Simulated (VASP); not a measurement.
# KBr (Fm-3m) in VASP: single point with PBE

Aim: the single point of KBr with PBE.

Everything below comes from runs of VASP 6.6.1. Logs are shortened: lines on timing, memory, paths and dates and some standing lists are left out, and cuts for length are marked.

## 1. The cell of the first run

The structure is cubic, space group Fm-3m (No. 225). Conventional cell: a = 6.700 Å, b = 6.700 Å, c = 6.700 Å, α = 90.00°, β = 90.00°, γ = 90.00°. K (site symmetry m-3m) has 6 Br at 3.35 Å within 4.4 Å. Br (site symmetry m-3m) has 6 K at 3.35 Å within 4.4 Å.

## 2. Single point, PBE

INCAR reads:

```
  PREC = Accurate
  ENCUT = 500
  EDIFF = 1E-6
  ISMEAR = 0
  SIGMA = 0.02
  LREAL = False
  LASPH = True
  NELM = 120
  ALGO = Normal
  ISIF = 2
  LWAVE = False
  LCHARG = False
  GGA = PE
  NBANDS = 15
  GGA_COMPAT = False
```

KPOINTS reads:

```
Automatic mesh
0
Gamma
  6 6 6
```

POSCAR reads:

```
KBr
1.0
    0.0000000000      3.3499672290      3.3499672290
    3.3499672290      0.0000000000      3.3499672290
    3.3499672290      3.3499672290      0.0000000000
K Br
1 1
Direct
    0.0000000000      0.0000000000      0.0000000000
    0.5000000000      0.5000000000      0.5000000000
```

Potentials or basis: VASP PAW PBE potentials, release 64 (K_sv, Br).

Command:

```
> cat potpaw_PBE.64/K_sv/POTCAR potpaw_PBE.64/Br/POTCAR > POTCAR
> mpirun -np 1 vasp_std > vasp.out
```

OUTCAR:

```text
PREC = Accurate
   ENCUT = 500
   EDIFF = 1E-6
   ISMEAR = 0
   LREAL = False
   LASPH = True
   NELM = 120
   ISIF = 2
   GGA = PE

 ion  position               nearest neighbor table
   1  0.000  0.000  0.000-
   2  0.500  0.500  0.500-

  LATTYP: Found a face centered cubic cell.
 ALAT       =     6.6999344580

  Lattice vectors:

 A1 = (   0.0000000000,   3.3499672290,   3.3499672290)
 A2 = (   3.3499672290,   0.0000000000,   3.3499672290)
 A3 = (   3.3499672290,   3.3499672290,   0.0000000000)

Analysis of symmetry for initial positions (statically):
=====================================================================
 Subroutine PRICEL returns:
 Original cell was already a primitive cell.

 Routine SETGRP: Setting up the symmetry group for a
 face centered cubic supercell.

 Subroutine GETGRP returns: Found 48 space group operations
 (whereof 48 operations were pure point group operations)
 out of a pool of 48 trial point group operations.

The static configuration has the point symmetry O_h .

Analysis of symmetry for dynamics (positions and initial velocities):
=====================================================================
 Subroutine PRICEL returns:
 Original cell was already a primitive cell.

 Routine SETGRP: Setting up the symmetry group for a
 face centered cubic supercell.

 Subroutine GETGRP returns: Found 48 space group operations
 (whereof 48 operations were pure point group operations)
 out of a pool of 48 trial point group operations.

The dynamic configuration has the point symmetry O_h .

 Subroutine INISYM returns: Found 48 space group operations
 (whereof 48 operations are pure point group operations),
 and found     1 'primitive' translations

----------------------------------------------------------------------------------------

                                     Primitive cell

  volume of cell :      75.1885

  direct lattice vectors                    reciprocal lattice vectors
     0.000000000  3.349967229  3.349967229    -0.149255191  0.149255191  0.149255191
     3.349967229  0.000000000  3.349967229     0.149255191 -0.149255191  0.149255191
     3.349967229  3.349967229  0.000000000     0.149255191  0.149255191 -0.149255191

  length of vectors
     4.737569089  4.737569089  4.737569089     0.258517575  0.258517575  0.258517575

  position of ions in fractional coordinates (direct lattice)
     0.000000000  0.000000000  0.000000000
     0.500000000  0.500000000  0.500000000

  ion indices of the primitive-cell ions
   primitive index   ion index
                 1           1
                 2           2

----------------------------------------------------------------------------------------

 KPOINTS: Automatic mesh

Automatic generation of k-mesh.
 Grid dimensions read from file:
 generate k-points for:    6    6    6

 Generating k-lattice:

  Cartesian coordinates                     Fractional coordinates (reciprocal lattice)
    -0.024875865  0.024875865  0.024875865     0.166666667  0.000000000  0.000000000
     0.024875865 -0.024875865  0.024875865     0.000000000  0.166666667  0.000000000
     0.024875865  0.024875865 -0.024875865     0.000000000  0.000000000  0.166666667

  Length of vectors
     0.043086262  0.043086262  0.043086262

  Shift w.r.t. Gamma in fractional coordinates (k-lattice)
     0.000000000  0.000000000  0.000000000

 Subroutine IBZKPT returns following result:
 ===========================================

 Found     16 irreducible k-points:

 Following reciprocal coordinates:
            Coordinates               Weight
  0.000000  0.000000  0.000000      1.000000
  0.166667  0.000000  0.000000      8.000000
  0.333333  0.000000  0.000000      8.000000
  0.500000  0.000000  0.000000      4.000000
  0.166667  0.166667  0.000000      6.000000
  0.333333  0.166667  0.000000     24.000000
[... 8 lines left out ...]
 -0.333333  0.333333  0.166667     24.000000
 -0.333333  0.500000  0.166667     12.000000
   k-points           NKPTS =     16   k-points in BZ     NKDIM =     16   number of bands    NBANDS=     15
   number of dos      NEDOS =    301   number of ions     NIONS =      2
   total plane-waves  NPLWV =  46656
   dimension x,y,z NGX =    36 NGY =   36 NGZ =   36
   dimension x,y,z NGXF=    72 NGYF=   72 NGZF=   72
   ions per type =               1   1
   NGX,Y,Z   is equivalent  to a cutoff of  12.63, 12.63, 12.63 a.u.
   NGXF,Y,Z  is equivalent  to a cutoff of  25.27, 25.27, 25.27 a.u.
 SYSTEM =  unknown system
   PREC   = accura    normal or accurate (medium, high low for compatibility)
   ISTART =      0    job   : 0-new  1-cont  2-samecut
   ICHARG =      2    charge: 1-file 2-atom 10-const
   ISPIN  =      1    spin polarized calculation?
   LNONCOLLINEAR =      F non collinear calculations
   LSORBIT =      F    spin-orbit coupling
   LASPH  =      T    aspherical Exc in radial PAW
   ENCUT  =  500.0 eV  36.75 Ry    6.06 a.u.   8.64  8.64  8.64*2*pi/ulx,y,z
   NELM   =    120;   NELMIN=  2; NELMDL= -5     # of ELM steps
   EDIFF  = 0.1E-05   stopping-criterion for ELM
   LREAL  =      F    real-space projection
   EDIFFG = 0.1E-04   stopping-criterion for IOM
   NSW    =      0    number of steps for IOM
   IBRION =     -1    ionic relax: 0-MD 1-quasi-New 2-CG
   NFREE  =      0    steps in history (QN), initial steepest desc. (CG)
   ISIF   =      2    stress and relaxation
   ISYM   =      2    0-nonsym 1-usesym 2-fastsym
   POTIM  = 0.5000    time-step for ionic-motion
   TEBEG  =    0.0;   TEEND  =   0.0 temperature during run
   PSTRESS=    0.0 pullay stress
   NELECT =      16.0000    total number of electrons
   NUPDOWN=      -1.0000    fix difference up-down
   EMIN   =  10.00;   EMAX   =-10.00  energy-range for DOS
   EFERMI =   0.00;   METHOD = LEGACY
   ISMEAR =     0;   SIGMA  =   0.02  broadening in eV -4-tet -1-fermi 0-gaus
   EFERMI_NEDOS =   21; number of points for ismear=-14 and -15
   IALGO  =     38    algorithm
   IMIX   =      4    mixing-type and parameters
     AMIX     =   0.40;   BMIX     =  1.00
     AMIX_MAG =   1.60;   BMIX_MAG =  1.00
  volume/ion in A,a.u.               =      37.59       253.70
  Fermi-wavevector in a.u.,A,eV,Ry     =   0.977382  1.846984 12.997309  0.955275
  Thomas-Fermi vector in A             =   2.108075
   LORBIT       =      0    0 simple, 1 ext, 2 COOP (PROOUT), +10 PAW based schemes
   GGA     = PE    functional components
   LHFCALC =     F    Hartree Fock is set to
   AEXX    =    0.0000 exact exchange contribution
   IVDW    =     0    specifies the selected vdW correction
   LEPSILON=     F    determine dielectric tensor
   LRPA    =     F    only Hartree local field effects (RPA)
 non-spin polarized calculation
 Gauss-broadening in eV      SIGMA  =   0.02
  energy-cutoff  :      500.00
  volume of cell :       75.19
 maximum number of plane-waves:      1932
 NGX is ok and might be reduce to    36
   NGX = 17   NGY = 17   NGZ = 17

 number of electron      16.0000000 magnetization

 Free energy of the ion-electron system (eV)
  ---------------------------------------------------
  ext. energy  EPLUGINS =         0.00000000
  ---------------------------------------------------
  free energy    TOTEN  =        -6.22345961 eV

  energy without entropy =       -6.22345961  energy(sigma->0) =       -6.22345961

 E-fermi :  -1.7952     XC(G=0):  -7.1923

 val. band max:       -1.9133508457   @ k =   0.0000   0.0000   0.0000
 cond. band min:       2.4025523730   @ k =   0.0000   0.0000   0.0000
 fundamental gap:      4.3159032187
 Fermi energy:        -1.7951548596

 k-point     1 :       0.0000    0.0000    0.0000
  band No.  band energies     occupation
      1     -29.7937      2.00000
      2     -14.1530      2.00000
      3     -13.2672      2.00000
      4     -13.2672      2.00000
      5     -13.2672      2.00000
      6      -1.9134      2.00000
      7      -1.9134      2.00000
      8      -1.9134      2.00000
      9       2.4026      0.00000
     10       5.6774      0.00000
     11       5.6774      0.00000
     12       5.6774      0.00000
     13       6.4728      0.00000
     14       6.4728      0.00000
     15       9.5690      0.00000

 k-point     2 :       0.1667    0.0000    0.0000
  band No.  band energies     occupation
      1     -29.7926      2.00000
      2     -14.2020      2.00000
      3     -13.2685      2.00000
      4     -13.2685      2.00000
      5     -13.2031      2.00000
      6      -2.2510      2.00000
      7      -1.9922      2.00000
      8      -1.9922      2.00000
      9       3.0309      0.00000
     10       5.5285      0.00000
     11       5.9875      0.00000
     12       5.9875      0.00000
     13       6.8044      0.00000
     14       6.8044      0.00000
     15      10.4033      0.00000

 k-point     3 :       0.3333    0.0000    0.0000
  band No.  band energies     occupation
      1     -29.7904      2.00000
      2     -14.2850      2.00000
      3     -13.2709      2.00000
      4     -13.2709      2.00000
      5     -13.0894      2.00000
      6      -2.7825      2.00000
      7      -2.1408      2.00000
      8      -2.1408      2.00000
      9       4.1474      0.00000
     10       5.7001      0.00000
     11       6.8154      0.00000
     12       6.8154      0.00000
     13       7.6410      0.00000
     14       7.6410      0.00000
     15       9.3306      0.00000
[... 199 lines left out ...]
 k-point    15 :      -0.3333    0.3333    0.1667
  band No.  band energies     occupation
      1     -29.7883      2.00000
      2     -14.2042      2.00000
      3     -13.3076      2.00000
      4     -13.2966      2.00000
      5     -13.1478      2.00000
      6      -2.6820      2.00000
      7      -2.4052      2.00000
      8      -2.2762      2.00000
      9       5.2176      0.00000
     10       5.6021      0.00000
     11       6.4490      0.00000
     12       7.0836      0.00000
     13       8.2748      0.00000
     14       8.5518      0.00000
     15       8.9028      0.00000

 k-point    16 :      -0.3333    0.5000    0.1667
  band No.  band energies     occupation
      1     -29.7880      2.00000
      2     -14.1369      2.00000
      3     -13.3305      2.00000
      4     -13.3081      2.00000
      5     -13.2056      2.00000
      6      -2.5785      2.00000
      7      -2.3515      2.00000
      8      -2.3340      2.00000
      9       4.6802      0.00000
     10       5.8247      0.00000
     11       6.2629      0.00000
     12       7.1518      0.00000
     13       7.9547      0.00000
     14       8.7263      0.00000
     15       9.1802      0.00000

------------------------ aborting loop because EDIFF is reached ----------------------------------------

  FORCE on cell =-STRESS in cart. coord.  units (eV):
  Direction    XX          YY          ZZ          XY          YZ          ZX
  --------------------------------------------------------------------------------------
  -------------------------------------------------------------------------------------
  Total        0.0293173      0.0293173      0.0293173      0.0000000     -0.0000000      0.0000000
  in kB        0.6247162      0.6247162      0.6247162      0.0000000     -0.0000000      0.0000000
  external PRESSURE =       0.6247162 kB  Pullay stress =       0.0000000 kB

 VOLUME and BASIS-vectors are now :
 -----------------------------------------------------------------------------
  energy-cutoff  :      500.00
  volume of cell :       75.19
      direct lattice vectors                 reciprocal lattice vectors
     0.000000000  3.349967229  3.349967229    -0.149255191  0.149255191  0.149255191
     3.349967229  0.000000000  3.349967229     0.149255191 -0.149255191  0.149255191
     3.349967229  3.349967229  0.000000000     0.149255191  0.149255191 -0.149255191

 POSITION                                       TOTAL-FORCE (eV/Angst)
 -----------------------------------------------------------------------------------
      0.00000      0.00000      0.00000         0.000000      0.000000      0.000000
      3.34997      3.34997      3.34997         0.000000      0.000000     -0.000000
 -----------------------------------------------------------------------------------
    total drift:                                0.000000      0.000000      0.000000

  FREE ENERGIE OF THE ION-ELECTRON SYSTEM (eV)
  ---------------------------------------------------
  free  energy   TOTEN  =        -6.2234596052 eV

  energy  without entropy=       -6.2234596052  energy(sigma->0) =       -6.22345961
```

Wall time 34 s (1 thread of Intel Xeon Platinum 8488C (Sapphire Rapids), shared host); peak memory 0.21 GiB.

What came out:

* Free energy: -6.2235 eV
* Pressure: 0.1 GPa
* Band gap on the k mesh: 4.32 eV

Levels at points of the mesh, in eV from the valence-band top:
```tsv
k point	band 6	band 7	band 8	band 9	band 10	band 11
(0.00, 0.00, 0.00)	0.00	0.00	0.00	4.32	7.59	7.59
(0.50, 0.00, 0.00)	-1.09	-0.30	-0.30	6.49	8.06	9.64
(0.50, 0.50, 0.00)	-0.77	-0.27	-0.27	5.91	7.03	9.26
```
